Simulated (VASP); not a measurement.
# NaH (Fm-3m) in VASP: notebook

Runs on NaH. Level: PBEsol. Tasks: single point, relaxation of cell and atoms.

Program: VASP 6.6.1. These are calculated values, not measurements. Logs are shortened: lines on timing, memory, paths and dates and some standing lists are left out, and cuts for length are marked.

### 1 The cell of the first run

Symmetry: Fm-3m, No. 225, cubic system. Conventional cell: a = 4.791 Å, b = 4.791 Å, c = 4.791 Å, α = 90.00°, β = 90.00°, γ = 90.00°. Within 3.2 Å of Na (site symmetry m-3m) lie 6 H at 2.40 Å. H (site symmetry m-3m) has 6 Na at 2.40 Å within 3.2 Å.

### 2 Single point, PBEsol

File INCAR:

```
SYSTEM = NaH
  PREC = Accurate
  ENCUT = 520
  EDIFF = 1E-6
  ISMEAR = 0
  SIGMA = 0.01
  LREAL = .FALSE.
  LASPH = .TRUE.
  NELM = 80
  ALGO = Normal
  ISIF = 2
  LWAVE = .FALSE.
  LCHARG = .FALSE.
  GGA = PS
  NBANDS = 11
```

File KPOINTS:

```
regular mesh
0
G
  8 8 8
  0 0 0
```

File POSCAR:

```
NaH
1.0
    2.3956768457      2.3956768457      0.0000000000
   -2.3956768457      2.3956768457      0.0000000000
    0.0000000000      2.3956768457      2.3956768457
Na H
1 1
Direct
    0.0000000000      0.0000000000      0.0000000000
    0.5000000000      0.5000000000      0.0000000000
```

Potentials or basis: VASP PAW PBE potentials, release 64 (Na_pv, H).

The run is started by

```sh
cat potpaw_PBE.64/Na_pv/POTCAR potpaw_PBE.64/H/POTCAR > POTCAR
mpirun -np 1 vasp_std > vasp.out
```

OUTCAR:

```text
SYSTEM = NaH
   PREC = Accurate
   ENCUT = 520
   EDIFF = 1E-6
   ISMEAR = 0
   LREAL = .FALSE.
   LASPH = .TRUE.
   NELM = 80
   ISIF = 2
   GGA = PS

 ion  position               nearest neighbor table
   1  0.000  0.000  0.000-
   2  0.500  0.500  0.000-

  LATTYP: Found a face centered cubic cell.
 ALAT       =     4.7913536914

  Lattice vectors:

 A1 = (   0.0000000000,   2.3956768457,   2.3956768457)
 A2 = (   2.3956768457,   0.0000000000,   2.3956768457)
 A3 = (   2.3956768457,   2.3956768457,   0.0000000000)

Analysis of symmetry for initial positions (statically):
=====================================================================
 Subroutine PRICEL returns:
 Original cell was already a primitive cell.

 Routine SETGRP: Setting up the symmetry group for a
 face centered cubic supercell.

 Subroutine GETGRP returns: Found 48 space group operations
 (whereof 48 operations were pure point group operations)
 out of a pool of 48 trial point group operations.

The static configuration has the point symmetry O_h .

Analysis of symmetry for dynamics (positions and initial velocities):
=====================================================================
 Subroutine PRICEL returns:
 Original cell was already a primitive cell.

 Routine SETGRP: Setting up the symmetry group for a
 face centered cubic supercell.

 Subroutine GETGRP returns: Found 48 space group operations
 (whereof 48 operations were pure point group operations)
 out of a pool of 48 trial point group operations.

The dynamic configuration has the point symmetry O_h .

 Subroutine INISYM returns: Found 48 space group operations
 (whereof 48 operations are pure point group operations),
 and found     1 'primitive' translations

----------------------------------------------------------------------------------------

                                     Primitive cell

  volume of cell :      27.4989

  direct lattice vectors                    reciprocal lattice vectors
     2.395676846  2.395676846  0.000000000     0.208709284  0.208709284 -0.208709284
    -2.395676846  2.395676846  0.000000000    -0.208709284  0.208709284 -0.208709284
     0.000000000  2.395676846  2.395676846     0.000000000  0.000000000  0.417418569

  length of vectors
     3.387998686  3.387998686  3.387998686     0.361495085  0.361495085  0.417418569

  position of ions in fractional coordinates (direct lattice)
     0.000000000  0.000000000  0.000000000
     0.500000000  0.500000000  0.000000000

  ion indices of the primitive-cell ions
   primitive index   ion index
                 1           1
                 2           2

----------------------------------------------------------------------------------------

 KPOINTS: regular mesh

Automatic generation of k-mesh.
 Grid dimensions read from file:
 generate k-points for:    8    8    8

 Generating k-lattice:

  Cartesian coordinates                     Fractional coordinates (reciprocal lattice)
     0.026088661  0.026088661 -0.026088661     0.125000000  0.000000000  0.000000000
    -0.026088661  0.026088661 -0.026088661     0.000000000  0.125000000  0.000000000
     0.000000000  0.000000000  0.052177321     0.000000000  0.000000000  0.125000000

  Length of vectors
     0.045186886  0.045186886  0.052177321

  Shift w.r.t. Gamma in fractional coordinates (k-lattice)
     0.000000000  0.000000000  0.000000000

 Subroutine IBZKPT returns following result:
 ===========================================

 Found     29 irreducible k-points:

 Following reciprocal coordinates:
            Coordinates               Weight
  0.000000  0.000000  0.000000      1.000000
  0.125000  0.000000  0.000000      8.000000
  0.250000  0.000000  0.000000      8.000000
  0.375000  0.000000  0.000000      8.000000
  0.500000  0.000000  0.000000      4.000000
  0.125000  0.125000  0.000000     12.000000
[... 16 lines left out ...]
  0.375000  0.250000  0.125000     48.000000
  0.500000  0.250000  0.125000     24.000000
 [... further k-points ...]
   k-points           NKPTS =     29   k-points in BZ     NKDIM =     29   number of bands    NBANDS=     11
   number of dos      NEDOS =    301   number of ions     NIONS =      2
   total plane-waves  NPLWV =  21952
   dimension x,y,z NGX =    28 NGY =   28 NGZ =   28
   dimension x,y,z NGXF=    56 NGYF=   56 NGZF=   56
   ions per type =               1   1
   NGX,Y,Z   is equivalent  to a cutoff of  13.74, 13.74, 13.74 a.u.
   NGXF,Y,Z  is equivalent  to a cutoff of  27.48, 27.48, 27.48 a.u.
 SYSTEM =  NaH
   PREC   = accura    normal or accurate (medium, high low for compatibility)
   ISTART =      0    job   : 0-new  1-cont  2-samecut
   ICHARG =      2    charge: 1-file 2-atom 10-const
   ISPIN  =      1    spin polarized calculation?
   LNONCOLLINEAR =      F non collinear calculations
   LSORBIT =      F    spin-orbit coupling
   LASPH  =      T    aspherical Exc in radial PAW
   ENCUT  =  520.0 eV  38.22 Ry    6.18 a.u.   6.30  6.30  6.30*2*pi/ulx,y,z
   NELM   =     80;   NELMIN=  2; NELMDL= -5     # of ELM steps
   EDIFF  = 0.1E-05   stopping-criterion for ELM
   LREAL  =      F    real-space projection
   EDIFFG = 0.1E-04   stopping-criterion for IOM
   NSW    =      0    number of steps for IOM
   IBRION =     -1    ionic relax: 0-MD 1-quasi-New 2-CG
   NFREE  =      0    steps in history (QN), initial steepest desc. (CG)
   ISIF   =      2    stress and relaxation
   ISYM   =      2    0-nonsym 1-usesym 2-fastsym
   POTIM  = 0.5000    time-step for ionic-motion
   TEBEG  =    0.0;   TEEND  =   0.0 temperature during run
   PSTRESS=    0.0 pullay stress
   NELECT =       8.0000    total number of electrons
   NUPDOWN=      -1.0000    fix difference up-down
   EMIN   =  10.00;   EMAX   =-10.00  energy-range for DOS
   EFERMI =   0.00;   METHOD = LEGACY
   ISMEAR =     0;   SIGMA  =   0.01  broadening in eV -4-tet -1-fermi 0-gaus
   EFERMI_NEDOS =   21; number of points for ismear=-14 and -15
   IALGO  =     38    algorithm
   IMIX   =      4    mixing-type and parameters
     AMIX     =   0.40;   BMIX     =  1.00
     AMIX_MAG =   1.60;   BMIX_MAG =  1.00
  volume/ion in A,a.u.               =      13.75        92.79
  Fermi-wavevector in a.u.,A,eV,Ry     =   1.084759  2.049897 16.010004  1.176702
  Thomas-Fermi vector in A             =   2.220857
   LORBIT       =      0    0 simple, 1 ext, 2 COOP (PROOUT), +10 PAW based schemes
   GGA     = PS    functional components
   LHFCALC =     F    Hartree Fock is set to
   AEXX    =    0.0000 exact exchange contribution
   IVDW    =     0    specifies the selected vdW correction
   LEPSILON=     F    determine dielectric tensor
   LRPA    =     F    only Hartree local field effects (RPA)
 non-spin polarized calculation
 Gauss-broadening in eV      SIGMA  =   0.01
  energy-cutoff  :      520.00
  volume of cell :       27.50
 maximum number of plane-waves:       754
 NGX is ok and might be reduce to    28
   NGX = 13   NGY = 13   NGZ = 13

 number of electron       7.9999992 magnetization

 Free energy of the ion-electron system (eV)
  ---------------------------------------------------
  ext. energy  EPLUGINS =         0.00000000
  ---------------------------------------------------
  free energy    TOTEN  =        -5.08592421 eV

  energy without entropy =       -5.08592421  energy(sigma->0) =       -5.08592421

 E-fermi :  -0.9614     XC(G=0):  -7.9780

 val. band max:       -1.0112798634   @ k =   0.5000   0.5000   0.2500
 cond. band min:       2.5931185968   @ k =   0.5000   0.0000   0.0000
 fundamental gap:      3.6043984602
 Fermi energy:        -0.9613845881

 k-point     1 :       0.0000    0.0000    0.0000
  band No.  band energies     occupation
      1     -22.9668      2.00000
      2     -22.9668      2.00000
      3     -22.9668      2.00000
      4      -4.8093      2.00000
      5       9.6300      0.00000
      6      14.5762      0.00000
      7      14.5762      0.00000
      8      14.5763      0.00000
      9      15.5879      0.00000
     10      15.5879      0.00000
     11      15.5879      0.00000

 k-point     2 :       0.1250    0.0000    0.0000
  band No.  band energies     occupation
      1     -22.9825      2.00000
      2     -22.9687      2.00000
      3     -22.9687      2.00000
      4      -4.5318      2.00000
      5       8.6809      0.00000
      6      11.9533      0.00000
      7      13.8014      0.00000
      8      13.8014      0.00000
      9      16.5231      0.00000
     10      16.5231      0.00000
     11      16.6362      0.00000

 k-point     3 :       0.2500    0.0000    0.0000
  band No.  band energies     occupation
      1     -23.0200      2.00000
      2     -22.9731      2.00000
      3     -22.9731      2.00000
      4      -3.7419      2.00000
      5       6.2184      0.00000
      6      10.5250      0.00000
      7      13.0091      0.00000
      8      13.0092      0.00000
      9      16.4966      0.00000
     10      16.4966      0.00000
     11      17.8923      0.00000

 k-point     4 :       0.3750    0.0000    0.0000
  band No.  band energies     occupation
      1     -23.0570      2.00000
      2     -22.9775      2.00000
      3     -22.9775      2.00000
      4      -2.6267      2.00000
      5       3.7666      0.00000
      6       9.9559      0.00000
      7      12.5324      0.00000
      8      12.5324      0.00000
      9      15.7446      0.00000
     10      15.7446      0.00000
     11      18.2093      0.00000

 k-point     5 :       0.5000    0.0000    0.0000
  band No.  band energies     occupation
      1     -23.0722      2.00000
      2     -22.9794      2.00000
      3     -22.9794      2.00000
      4      -1.9217      2.00000
      5       2.5931      0.00000
      6       9.7937      0.00000
      7      12.3746      0.00000
      8      12.3746      0.00000
      9      15.4539      0.00000
     10      15.4539      0.00000
     11      18.0788      0.00000
[... 211 lines left out ...]
 k-point    21 :       0.5000    0.5000    0.0000
  band No.  band energies     occupation
      1     -23.0607      2.00000
      2     -23.0024      2.00000
      3     -23.0024      2.00000
      4      -1.1997      2.00000
      5       3.4484      0.00000
      6       8.8560      0.00000
      7       9.6445      0.00000
      8       9.6445      0.00000
      9      10.9546      0.00000
     10      23.1108      0.00000
     11      24.8385      0.00000

 k-point    22 :       0.2500    0.2500    0.1250
  band No.  band energies     occupation
      1     -23.0285      2.00000
      2     -22.9914      2.00000
      3     -22.9791      2.00000
      4      -3.1031      2.00000
      5       5.8650      0.00000
      6       8.1087      0.00000
      7      11.2489      0.00000
      8      14.0880      0.00000
      9      14.5489      0.00000
     10      17.1620      0.00000
     11      19.8246      0.00000

 k-point    23 :       0.3750    0.2500    0.1250
  band No.  band energies     occupation
      1     -23.0478      2.00000
      2     -23.0022      2.00000
      3     -22.9847      2.00000
      4      -2.1135      2.00000
      5       4.2922      0.00000
      6       6.9638      0.00000
      7      10.3682      0.00000
      8      14.0682      0.00000
      9      15.3447      0.00000
     10      17.4211      0.00000
     11      19.6075      0.00000

 k-point    24 :       0.5000    0.2500    0.1250
  band No.  band energies     occupation
      1     -23.0560      2.00000
      2     -23.0055      2.00000
      3     -22.9878      2.00000
      4      -1.5284      2.00000
      5       3.3854      0.00000
      6       6.7148      0.00000
      7      10.0084      0.00000
      8      14.0074      0.00000
      9      15.2196      0.00000
     10      18.4973      0.00000
     11      20.6444      0.00000

 [... further k-points ...]
[... 5 lines left out ...]
  --------------------------------------------------------------------------------------
  -------------------------------------------------------------------------------------
  Total       -0.0027715     -0.0027715     -0.0027715      0.0000000     -0.0000000      0.0000000
  in kB       -0.1614781     -0.1614781     -0.1614781      0.0000000     -0.0000000      0.0000000
  external PRESSURE =      -0.1614781 kB  Pullay stress =       0.0000000 kB

 VOLUME and BASIS-vectors are now :
 -----------------------------------------------------------------------------
  energy-cutoff  :      520.00
  volume of cell :       27.50
      direct lattice vectors                 reciprocal lattice vectors
     2.395676846  2.395676846  0.000000000     0.208709284  0.208709284 -0.208709284
    -2.395676846  2.395676846  0.000000000    -0.208709284  0.208709284 -0.208709284
     0.000000000  2.395676846  2.395676846     0.000000000  0.000000000  0.417418569

 POSITION                                       TOTAL-FORCE (eV/Angst)
 -----------------------------------------------------------------------------------
      0.00000      0.00000      0.00000         0.000000     -0.000000      0.000000
      0.00000      2.39568      0.00000         0.000000      0.000000      0.000000
 -----------------------------------------------------------------------------------
    total drift:                                0.000000      0.000000     -0.000000

  FREE ENERGIE OF THE ION-ELECTRON SYSTEM (eV)
  ---------------------------------------------------
  free  energy   TOTEN  =        -5.0859242073 eV

  energy  without entropy=       -5.0859242073  energy(sigma->0) =       -5.08592421
```

Wall time 12 s (1 thread of AMD EPYC 7R13, shared host); peak memory 0.12 GiB.

Results:

- Free energy: -5.0859 eV
- Pressure: 0.0 GPa
- Band gap on the k mesh: 3.60 eV (least direct gap 4.51 eV)

Caveat: the PAW data sets were made with another functional, which shifts forces and pressure a little.

### 3 Single point, PBEsol

File INCAR:

```
PREC     = Accurate       # precision mode
ENCUT    = 520            # plane-wave cutoff, eV
EDIFF    = 1E-6           # SCF threshold, eV
ISMEAR   = -1             # smearing method
SIGMA    = 0.08           # smearing width, eV
LREAL    = False          # projectors in reciprocal space
LASPH    = True           # aspherical terms in the spheres
NELM     = 100            # most SCF steps
ALGO     = Normal         # electronic algorithm
ISIF     = 2              # what is computed and relaxed
LWAVE    = False          # write WAVECAR
LCHARG   = False          # write CHGCAR
GGA      = PS             # functional
NBANDS   = 11             # bands
```

File KPOINTS:

```
Automatic mesh
0
Gamma
  12 12 12
```

POSCAR is that of step 2.

Potentials or basis: VASP PAW PBE potentials, release 64 (Na_pv, H).

The run is started by

```sh
cat potpaw_PBE.64/Na_pv/POTCAR potpaw_PBE.64/H/POTCAR > POTCAR
mpirun -np 1 vasp_std > vasp.out
```

It took 33 s on 1 thread of AMD EPYC 7R13, shared host; peak memory 0.13 GiB.

It converged, with:

```yaml
Free_energy: -5.0859 eV
Pressure: 0.0 GPa
Band_gap_on_the_k_mesh: 3.60 eV (least direct gap 4.51 eV)
```

Levels at points of the mesh, in eV from the valence-band top:
```
           k point  band 2  band 3  band 4  band 5  band 6  band 7
(0.00, 0.00, 0.00)  -21.96  -21.96   -3.80   10.64   15.59   15.59
(0.50, 0.00, 0.00)  -21.97  -21.97   -0.91    3.60   10.80   13.39
(0.50, 0.50, 0.00)  -21.99  -21.99   -0.19    4.46    9.87   10.66
```

Caveat: the PAW data sets were made with another functional, which shifts forces and pressure a little. A k mesh can miss the band edges.

### 4 Relaxation of cell and atoms, PBEsol

This run uses another cell than the first one, of 14.53 Å³/atom.

File INCAR:

```
ALGO = Normal ; EDIFF = 1E-7
EDIFFG = -0.002 ; ENCUT = 600
GGA = PS ; IBRION = 2
ISIF = 3 ; ISMEAR = -1
LASPH = True ; LCHARG = False
LREAL = False ; LWAVE = False
NELM = 100 ; NSW = 100
PREC = Accurate ; SIGMA = 0.08
```

File KPOINTS:

```
k-points
0
Gamma
  12 12 12
```

File POSCAR:

```
NaH
1.0
    2.4400000000      2.4400000000      0.0000000000
   -2.4400000000      2.4400000000      0.0000000000
    0.0000000000      2.4400000000      2.4400000000
Na H
1 1
Direct
    0.0000000000      0.0000000000      0.0000000000
    0.5000000000      0.5000000000      0.0000000000
```

The run is started by

```sh
cat potpaw_PBE.64/Na_pv/POTCAR potpaw_PBE.64/H/POTCAR > POTCAR
mpirun -np 1 vasp_std > vasp.out
```

It took 69 s on 1 thread of AMD EPYC 7R13, shared host; peak memory 0.13 GiB.

It converged, with:

- Free energy: -5.0866 eV
- Relaxed volume: 13.76 Å³/atom
- Relaxed cell: a = 3.388 Å, b = 3.388 Å, c = 3.388 Å, α = 60.00°, β = 60.00°, γ = 90.00°
- Space group after relaxing (to 0.1 Å): Fm-3m (No. 225)
- Energy gained by relaxing: 2.9 meV/atom
- Ionic steps: 4
- Pressure after relaxing: 0.0 GPa
- Band gap on the k mesh: 3.60 eV (least direct gap 4.51 eV)

Step by step:
| step | energy change (eV) | largest force (eV/Å) | pressure (GPa) | volume (Å³) |
| --- | --- | --- | --- | --- |
| 1 | 0.0000 | 0.0000 | -1.17 | 29.05 |
| 2 | -0.0028 | 0.0000 | -0.86 | 28.61 |
| 3 | -0.0057 | 0.0000 | -0.16 | 27.71 |
| 4 | -0.0058 | 0.0000 | 0.01 | 27.51 |

Final structure:
```cif
data_structure
_symmetry_space_group_name_H-M 'P 1'
_symmetry_Int_Tables_number 1
_cell_length_a 3.3885
_cell_length_b 3.3885
_cell_length_c 3.3885
_cell_angle_alpha 60.000
_cell_angle_beta 60.000
_cell_angle_gamma 90.000
_cell_volume 27.51
loop_
_atom_site_label
_atom_site_type_symbol
_atom_site_fract_x
_atom_site_fract_y
_atom_site_fract_z
_atom_site_occupancy
Na1 Na 0.00000 0.00000 0.00000 1
H1 H 0.50000 0.50000 0.00000 1
```

Levels at points of the mesh, in eV from the valence-band top:
```tsv
k point	band 1	band 2	band 3	band 4	band 5	band 6	band 7	band 8
(0.00, 0.00, 0.00)	-21.96	-21.96	-21.96	-3.80	10.64	15.58	15.58	15.58
(0.50, 0.00, 0.00)	-22.06	-21.97	-21.97	-0.91	3.60	10.80	13.38	13.38
(0.50, 0.50, 0.00)	-22.05	-21.99	-21.99	-0.19	4.46	9.87	10.65	10.65
```

Caveat: the PAW data sets were made with another functional, which shifts forces and pressure a little. A k mesh can miss the band edges.

### 5 Summary

| task | cell | k mesh | cutoff (eV) | smearing | gap on the mesh (eV) | pressure (GPa) |
| --- | --- | --- | --- | --- | --- | --- |
| single point | a = 3.388 Å, angles 60.0, 60.0, 90.0°, 2 atoms | 8 × 8 × 8 | 520 | gaussian 0.01 eV | 3.60 | 0.0 |
| single point | a = 3.388 Å, angles 60.0, 60.0, 90.0°, 2 atoms | 12 × 12 × 12 | 520 | fermi-dirac 0.08 eV | 3.60 | 0.0 |
| relaxation of cell and atoms | relaxed from a = 3.451 Å, angles 60.0, 60.0, 90.0°, 2 atoms | 12 × 12 × 12 | 600 | fermi-dirac 0.08 eV | 3.60 | 0.0 |

Alike in all rows: level PBEsol; potentials or basis VASP PAW PBE potentials, release 64 (Na_pv, H); no spin polarisation.

Caveats: the PAW data sets were made with another functional, which shifts forces and pressure a little.

Total energies depend on the potentials used, so only differences within one code and one set of settings carry meaning.
